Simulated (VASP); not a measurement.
# Fe (Fmmm) in VASP: single point with PBE

Aim: the single point of Fe with PBE.

All numbers are computed with VASP 6.6.1; they aren't measurements. Logs are shortened: lines on timing, memory, paths and dates and some standing lists are left out, and cuts for length are marked.

### Step 1. The cell of the first run

It takes space group Fmmm (No. 69, orthorhombic). The conventional cell has a = 3.056 Å, b = 3.960 Å, c = 4.007 Å, α = 90.00°, β = 90.00°, γ = 90.00°. Fe (site symmetry mmm) has 14 Fe at 2.50 to 3.06 Å within 3.3 Å.

### Step 2. Single point, PBE, collinear spin, ferromagnetic start (volume scaled by 1.06)

Contents of INCAR:

```
ALGO = Normal ; EDIFF = 1E-6
ENCUT = 520 ; GGA = PE
ISIF = 2 ; ISMEAR = -1
ISPIN = 2 ; LASPH = True
LCHARG = False ; LMAXMIX = 4
LORBIT = 11 ; LREAL = False
LWAVE = False ; MAGMOM = 3
NBANDS = 14 ; NELM = 150
PREC = Accurate ; SIGMA = 0.05
```

Contents of KPOINTS:

```
k-points
0
Gamma
  16 16 16
```

Contents of POSCAR:

```
Fe
1.0
    0.0000000000      1.9798226863      2.0036464209
    1.5278283418      0.0000000000      2.0036464209
    1.5278283418      1.9798226863      0.0000000000
Fe
1
Direct
    0.0000000000      0.0000000000      0.0000000000
```

Potentials or basis: VASP PAW PBE potentials, release 64 (Fe).

Run with:

```bash
> cat potpaw_PBE.64/Fe/POTCAR > POTCAR
> mpirun -np 1 vasp_std > vasp.out
```

OUTCAR:

```text
EDIFF = 1E-6
   ENCUT = 520
   GGA = PE
   ISIF = 2
   ISMEAR = -1
   ISPIN = 2
   LASPH = True
   LORBIT = 11
   LREAL = False
   NELM = 150
   PREC = Accurate

 ion  position               nearest neighbor table
   1  0.000  0.000  0.000-

  LATTYP: Found a face centered orthorhombic cell.
 ALAT       =     3.0556566836
 B/A-ratio  =     1.2958410524
 C/A-ratio  =     1.3114342535

  Lattice vectors:

 A1 = (   0.0000000000,   1.9798226863,   2.0036464209)
 A2 = (   1.5278283418,   0.0000000000,   2.0036464209)
 A3 = (   1.5278283418,   1.9798226863,   0.0000000000)

Analysis of symmetry for initial positions (statically):
=====================================================================
 Subroutine PRICEL returns:
 Original cell was already a primitive cell.

 Routine SETGRP: Setting up the symmetry group for a
 face centered orthorhombic supercell.

 Subroutine GETGRP returns: Found  8 space group operations
 (whereof  8 operations were pure point group operations)
 out of a pool of  8 trial point group operations.

The static configuration has the point symmetry D_2h.

Analysis of symmetry for dynamics (positions and initial velocities):
=====================================================================
 Subroutine PRICEL returns:
 Original cell was already a primitive cell.

 Routine SETGRP: Setting up the symmetry group for a
 face centered orthorhombic supercell.

 Subroutine GETGRP returns: Found  8 space group operations
 (whereof  8 operations were pure point group operations)
 out of a pool of  8 trial point group operations.

The dynamic configuration has the point symmetry D_2h.

Analysis of structural, dynamic, and magnetic symmetry:
=====================================================================
 Subroutine PRICEL returns:
 Original cell was already a primitive cell.

 Routine SETGRP: Setting up the symmetry group for a
 face centered orthorhombic supercell.

 Subroutine GETGRP returns: Found  8 space group operations
 (whereof  8 operations were pure point group operations)
 out of a pool of  8 trial point group operations.

The overall configuration has the point symmetry D_2h.

 Subroutine INISYM returns: Found  8 space group operations
 (whereof  8 operations are pure point group operations),
 and found     1 'primitive' translations

----------------------------------------------------------------------------------------

                                     Primitive cell

  volume of cell :      12.1214

  direct lattice vectors                    reciprocal lattice vectors
     0.000000000  1.979822686  2.003646421    -0.327261896  0.252547869  0.249545027
     1.527828342  0.000000000  2.003646421     0.327261896 -0.252547869  0.249545027
     1.527828342  1.979822686  0.000000000     0.327261896  0.252547869 -0.249545027

  length of vectors
     2.816788393  2.519694113  2.500791337     0.482859705  0.482859705  0.482859705

  position of ions in fractional coordinates (direct lattice)
     0.000000000  0.000000000  0.000000000

  ion indices of the primitive-cell ions
   primitive index   ion index
                 1           1

----------------------------------------------------------------------------------------

 KPOINTS: k-points

Automatic generation of k-mesh.
 Grid dimensions read from file:
 generate k-points for:   16   16   16

 Generating k-lattice:

  Cartesian coordinates                     Fractional coordinates (reciprocal lattice)
    -0.020453869  0.015784242  0.015596564     0.062500000 -0.000000000 -0.000000000
     0.020453869 -0.015784242  0.015596564     0.000000000  0.062500000  0.000000000
     0.020453869  0.015784242 -0.015596564     0.000000000  0.000000000  0.062500000

  Length of vectors
     0.030178732  0.030178732  0.030178732

  Shift w.r.t. Gamma in fractional coordinates (k-lattice)
     0.000000000  0.000000000  0.000000000

 Subroutine IBZKPT returns following result:
 ===========================================

 Found    621 irreducible k-points:

 Following reciprocal coordinates:
            Coordinates               Weight
  0.000000  0.000000  0.000000      1.000000
  0.062500 -0.000000  0.000000      8.000000
  0.125000 -0.000000  0.000000      8.000000
  0.187500 -0.000000  0.000000      8.000000
  0.250000 -0.000000  0.000000      8.000000
  0.312500 -0.000000  0.000000      8.000000
[... 16 lines left out ...]
 -0.125000  0.062500  0.000000      8.000000
 -0.062500  0.062500  0.000000      4.000000
 [... further k-points ...]
   k-points           NKPTS =    621   k-points in BZ     NKDIM =    621   number of bands    NBANDS=     14
   number of dos      NEDOS =    301   number of ions     NIONS =      1
   total plane-waves  NPLWV =   9600
   dimension x,y,z NGX =    24 NGY =   20 NGZ =   20
   dimension x,y,z NGXF=    48 NGYF=   40 NGZF=   40
   ions per type =               1
   NGX,Y,Z   is equivalent  to a cutoff of  14.16, 13.20, 13.30 a.u.
   NGXF,Y,Z  is equivalent  to a cutoff of  28.33, 26.39, 26.59 a.u.
 SYSTEM =  unknown system
   PREC   = accura    normal or accurate (medium, high low for compatibility)
   ISTART =      0    job   : 0-new  1-cont  2-samecut
   ICHARG =      2    charge: 1-file 2-atom 10-const
   ISPIN  =      2    spin polarized calculation?
   LNONCOLLINEAR =      F non collinear calculations
   LSORBIT =      F    spin-orbit coupling
   LASPH  =      T    aspherical Exc in radial PAW
   ENCUT  =  520.0 eV  38.22 Ry    6.18 a.u.   5.24  4.68  4.65*2*pi/ulx,y,z
   NELM   =    150;   NELMIN=  2; NELMDL= -5     # of ELM steps
   EDIFF  = 0.1E-05   stopping-criterion for ELM
   LREAL  =      F    real-space projection
   EDIFFG = 0.1E-04   stopping-criterion for IOM
   NSW    =      0    number of steps for IOM
   IBRION =     -1    ionic relax: 0-MD 1-quasi-New 2-CG
   NFREE  =      0    steps in history (QN), initial steepest desc. (CG)
   ISIF   =      2    stress and relaxation
   ISYM   =      2    0-nonsym 1-usesym 2-fastsym
   POTIM  = 0.5000    time-step for ionic-motion
   TEBEG  =    0.0;   TEEND  =   0.0 temperature during run
   PSTRESS=    0.0 pullay stress
   NELECT =       8.0000    total number of electrons
   NUPDOWN=      -1.0000    fix difference up-down
   EMIN   =  10.00;   EMAX   =-10.00  energy-range for DOS
   EFERMI =   0.00;   METHOD = LEGACY
   ISMEAR =    -1;   SIGMA  =   0.05  broadening in eV -4-tet -1-fermi 0-gaus
   EFERMI_NEDOS =   21; number of points for ismear=-14 and -15
   IALGO  =     38    algorithm
   IMIX   =      4    mixing-type and parameters
     AMIX     =   0.40;   BMIX     =  1.00
     AMIX_MAG =   1.60;   BMIX_MAG =  1.00
  volume/ion in A,a.u.               =      12.12        81.80
  Fermi-wavevector in a.u.,A,eV,Ry     =   1.425348  2.693517 27.641818  2.031616
  Thomas-Fermi vector in A             =   2.545742
   LORBIT       =     11    0 simple, 1 ext, 2 COOP (PROOUT), +10 PAW based schemes
   GGA     = PE    functional components
   LHFCALC =     F    Hartree Fock is set to
   AEXX    =    0.0000 exact exchange contribution
   IVDW    =     0    specifies the selected vdW correction
   LEPSILON=     F    determine dielectric tensor
   LRPA    =     F    only Hartree local field effects (RPA)
 spin polarized calculation
  energy-cutoff  :      520.00
  volume of cell :       12.12
 maximum number of plane-waves:       338
 NGX is ok and might be reduce to    24
   NGX = 11   NGY =  9   NGZ =  9

 number of electron       8.0000001 magnetization       2.3625803

 Free energy of the ion-electron system (eV)
  ---------------------------------------------------
  ext. energy  EPLUGINS =         0.00000000
  ---------------------------------------------------
  free energy    TOTEN  =        -8.20543163 eV

  energy without entropy =       -8.19585796  energy(sigma->0) =       -8.20064479

 E-fermi :   5.1630     XC(G=0): -12.7479

 val. band max:        5.1622273666   @ k =  -0.3750   0.1250   0.1875
 cond. band min:       5.1636388389   @ k =  -0.1875   0.1875   0.0000
 fundamental gap:      0.0014114723
 Fermi energy:         5.1630444766

 spin component 1

 k-point     1 :       0.0000    0.0000    0.0000
  band No.  band energies     occupation
      1      -2.8834      1.00000
      2       2.8415      1.00000
      3       2.9196      1.00000
      4       3.2043      1.00000
      5       3.8668      1.00000
      6       4.2177      1.00000
      7      28.5282      0.00000
      8      29.9248      0.00000
      9      30.1571      0.00000
     10      33.7563      0.00000
     11      34.6281      0.00000
     12      34.8616      0.00000
     13      35.3446      0.00000
     14      35.4245      0.00000
[... 375 lines left out ...]
 k-point    24 :      -0.0625    0.0625    0.0000
  band No.  band energies     occupation
      1      -2.4474      1.00000
      2       2.8805      1.00000
      3       2.8910      1.00000
      4       3.3274      1.00000
      5       3.7790      1.00000
      6       4.1822      1.00000
      7      26.5701      0.00000
      8      28.0942      0.00000
      9      29.6824      0.00000
     10      32.5939      0.00000
     11      33.0556      0.00000
     12      34.7444      0.00000
     13      35.1676      0.00000
     14      36.9883      0.00000

 [... further k-points ...]

 spin component 2

 k-point     1 :       0.0000    0.0000    0.0000
  band No.  band energies     occupation
      1      -2.7099      1.00000
      2       4.8483      0.99816
      3       4.9883      0.97055
      4       5.4577      0.00275
      5       6.6078      0.00000
      6       7.1838      0.00000
      7      28.2224      0.00000
      8      29.6970      0.00000
      9      29.9743      0.00000
     10      34.0809      0.00000
     11      34.8480      0.00000
     12      35.6972      0.00000
     13      36.0327      0.00000
     14      36.1052      0.00000
[... 375 lines left out ...]
 k-point    24 :      -0.0625    0.0625    0.0000
  band No.  band energies     occupation
      1      -2.2713      1.00000
      2       4.9123      0.99341
      3       4.9317      0.99031
      4       5.5689      0.00030
      5       6.4822      0.00000
      6       7.1410      0.00000
      7      26.6552      0.00000
      8      28.2567      0.00000
      9      29.5360      0.00000
     10      33.1003      0.00000
     11      33.6086      0.00000
     12      35.3457      0.00000
     13      35.4252      0.00000
     14      37.7048      0.00000

 [... further k-points ...]
[... 5 lines left out ...]
  --------------------------------------------------------------------------------------
  -------------------------------------------------------------------------------------
  Total       -0.9798163     -0.4696415     -0.5554094      0.0000000      0.0000000      0.0000000
  in kB     -129.5099977    -62.0762017    -73.4128108      0.0000000      0.0000000      0.0000000
  external PRESSURE =     -88.3330034 kB  Pullay stress =       0.0000000 kB

 VOLUME and BASIS-vectors are now :
 -----------------------------------------------------------------------------
  energy-cutoff  :      520.00
  volume of cell :       12.12
      direct lattice vectors                 reciprocal lattice vectors
     0.000000000  1.979822686  2.003646421    -0.327261896  0.252547869  0.249545027
     1.527828342  0.000000000  2.003646421     0.327261896 -0.252547869  0.249545027
     1.527828342  1.979822686  0.000000000     0.327261896  0.252547869 -0.249545027

 POSITION                                       TOTAL-FORCE (eV/Angst)
 -----------------------------------------------------------------------------------
      0.00000      0.00000      0.00000         0.000000      0.000000      0.000000
 -----------------------------------------------------------------------------------
    total drift:                               -0.000000     -0.000000     -0.000000

  FREE ENERGIE OF THE ION-ELECTRON SYSTEM (eV)
  ---------------------------------------------------
  free  energy   TOTEN  =        -8.2054316275 eV

  energy  without entropy=       -8.1958579579  energy(sigma->0) =       -8.20064479

 total charge

# of ion       s       p       d       tot
------------------------------------------
    1        0.462   0.484   6.197   7.144

 magnetization (x)

# of ion       s       p       d       tot
------------------------------------------
    1       -0.014  -0.052   2.435   2.369
```

Run time: 2.2 min. Hardware: 1 thread of AMD EPYC 9R45 (Zen 5), shared host; peak memory 0.23 GiB.

Results:

- Free energy: -8.2054 eV
- Pressure: -8.8 GPa
- Net moment: 2.36 μB per cell
- Site moments: Fe +2.37 μB
- Valence electrons inside the program's atomic spheres: Fe 7.14

Levels at points of the mesh, in eV from the Fermi level:
Spin up:
```csv
k point,band 2,band 3,band 4,band 5,band 6,band 7,band 8,band 9
"(0.00, 0.00, 0.00)",-2.32,-2.24,-1.96,-1.30,-0.95,23.37,24.76,24.99
"(0.50, 0.00, 0.00)",-3.00,-1.35,-0.81,0.17,0.37,6.55,18.44,20.13
"(0.50, 0.50, 0.00)",-3.48,-0.78,-0.72,0.26,0.89,7.23,16.83,17.81
"(0.50, 0.00, 0.50)",-3.46,-0.81,-0.77,0.33,1.11,7.49,16.62,17.58
"(0.00, 0.50, 0.50)",-4.38,-0.14,0.00,0.11,7.59,10.52,10.53,13.90
```
Spin down:
| k point | band 1 | band 2 | band 3 | band 4 | band 5 | band 6 |
| --- | --- | --- | --- | --- | --- | --- |
| (0.00, 0.00, 0.00) | -7.87 | -0.31 | -0.17 | 0.29 | 1.44 | 2.02 |
| (0.50, 0.00, 0.00) | -3.23 | -1.04 | 0.46 | 1.34 | 2.05 | 2.62 |
| (0.50, 0.50, 0.00) | -3.18 | -1.72 | 1.01 | 2.05 | 2.16 | 2.66 |
| (0.50, 0.00, 0.50) | -3.14 | -1.66 | 1.23 | 1.99 | 2.11 | 2.68 |
| (0.00, 0.50, 0.50) | -2.64 | -2.47 | 2.37 | 2.37 | 2.42 | 7.85 |
